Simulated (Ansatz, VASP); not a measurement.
**One calculation of KTaO3, two programs**

POSCAR

```
KTaO3
1.0
    3.9883000000      0.0000000000      0.0000000000
    0.0000000000      3.9883000000      0.0000000000
    0.0000000000      0.0000000000      4.1877150000
K Ta O
1 1 3
Direct
    0.5000000000      0.5000000000      0.5000000000
    0.0000000000      0.0000000000      0.0000000000
    0.5000000000      0.0000000000      0.0000000000
    0.0000000000      0.5000000000      0.0000000000
    0.0000000000      0.0000000000      0.5000000000
```

INCAR.step1

```
PREC     = Accurate       # precision mode
ENCUT    = 520            # plane-wave cutoff, eV
ISMEAR   = 0              # smearing method
SIGMA    = 0.05           # smearing width, eV
LREAL    = F              # projectors in reciprocal space
LASPH    = T              # aspherical terms in the spheres
NELM     = 100            # most SCF steps
NBANDS   = 27             # bands
GGA      = PE             # functional
ALGO     = Normal         # electronic algorithm
EDIFF    = 1E-4           # SCF threshold, eV
LWAVE    = T              # write WAVECAR
LCHARG   = F              # write CHGCAR
```

File INCAR.step2:

```
PREC     = Accurate       # precision mode
ENCUT    = 520            # plane-wave cutoff, eV
EDIFF    = 1E-6           # SCF threshold, eV
ISMEAR   = 0              # smearing method
SIGMA    = 0.05           # smearing width, eV
LREAL    = F              # projectors in reciprocal space
LASPH    = T              # aspherical terms in the spheres
NELM     = 100            # most SCF steps
ALGO     = Normal         # electronic algorithm
ISIF     = 2              # what is computed and relaxed
LWAVE    = F              # write WAVECAR
LCHARG   = T              # write CHGCAR
METAGGA  = R2SCAN         # meta-GGA
LMIXTAU  = T            
LELF     = T              # ELF
LVHAR    = T            
NBANDS   = 27             # bands
ISTART   = 1
```

The input KPOINTS:

```
regular mesh
0
Gamma
  6 6 6
```

Input for Ansatz:

```yaml
crystal:
  lattice:
    - [3.9883, 0.0, 0.0]
    - [0.0, 3.9883, 0.0]
    - [0.0, 0.0, 4.187715]
  atoms:
    - { symbol: K, position: [0.5, 0.5, 0.5] }
    - { symbol: Ta, position: [0.0, 0.0, 0.0] }
    - { symbol: O, position: [0.5, 0.0, 0.0] }
    - { symbol: O, position: [0.0, 0.5, 0.0] }
    - { symbol: O, position: [0.0, 0.0, 0.5] }
basis:
  ecutwfc: 500
kpoints:
  mp_grid: { grid: [6, 6, 6] }
hamiltonian:
  xc: r2scan
scf:
  occupations: { method: gaussian, width: 0.05 }
output:
  forces: true
  stress: true
  eigenvalues: true
```

Change from the starting cell: strain +0.000 along x and y, +0.050 along z, atoms carried along.

Alike in both runs: task single point; functional r2SCAN; k mesh 6 × 6 × 6; occupations gaussian, width 0.05 eV; no spin polarisation.

|  | VASP | Ansatz |
| --- | --- | --- |
| version | VASP 6.6.1 | Ansatz 0.2.0 |
| potentials or method | VASP PAW PBE potentials, release 64 (K_sv, Ta_pv, O), cutoff 520 eV | scalar-relativistic, plane waves, PAW |
| valence electrons in the cell | 38 | 40 |

|  | VASP | Ansatz | Ansatz less VASP |
| --- | --- | --- | --- |
| gap on the k mesh at the Fermi level (eV) | 2.41 | 2.43 | +0.027 |
| least direct gap on the mesh (eV) | 3.01 | 3.03 | +0.018 |
| pressure (GPa) | -7.4 | -8.1 | -0.74 |
| traceless stress, the component that is largest in VASP (GPa) | -9.61 | -9.48 | +0.133 |

VASP's potentials were made for PBE, not for r2SCAN. VASP's potentials hold 38 valence electrons a cell and Ansatz's 40, so a difference there can come from the potentials and not from the codes.

Spin-orbit coupling is off throughout.
